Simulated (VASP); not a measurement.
A run of VASP 6.6.1 is set up as follows.

Contents of INCAR:

```
PREC = Accurate
ENCUT = 520
EDIFF = 1E-7
ISMEAR = 0
SIGMA = 0.05
LREAL = False
LASPH = True
NELM = 60
ALGO = Normal
ISIF = 2
LWAVE = False
LCHARG = False
GGA = PE
NBANDS = 24
```

The input KPOINTS:

```
regular mesh
0
Gamma
  9 9 6
```

POSCAR

```
CaO
1.0
    4.0981831447      0.0000000000      0.0000000000
   -2.0490915723      3.2945685449      0.0000000000
    0.0000000000      0.0000000000      4.9361256247
Ca O
2 2
Direct
    0.3333333333      0.6666666667      0.7500000000
    0.6666666667      0.3333333333      0.2500000000
    0.3333333333      0.6666666667      0.2500000000
    0.6666666667      0.3333333333      0.7500000000
```

Potentials or basis: VASP PAW PBE potentials, release 64 (Ca_sv, O).

Run with:

```bash
$ cat potpaw_PBE.64/Ca_sv/POTCAR potpaw_PBE.64/O/POTCAR > POTCAR
$ mpirun -np 1 vasp_std > vasp.out
```

Problem. Predict the band gap on the k mesh.

Solution. 3.24 eV, direct.

Problem. Estimate the pressure.

Solution. 0.9 GPa.

Problem. Estimate the largest force.

Solution. 0.578 eV/Å.

Forces in eV/Å, atoms in the order of the input:
```
Ca   0.000 -0.578  0.000
Ca   0.000  0.578  0.000
O    0.000 -0.480  0.000
O    0.000  0.480  0.000
```

Caveat: the cell differs from its parent crystal (strain +e along x and -e along y +0.0367, strain +e along z and -e/2 along x and y +0.0267). A k mesh can miss the band edges.
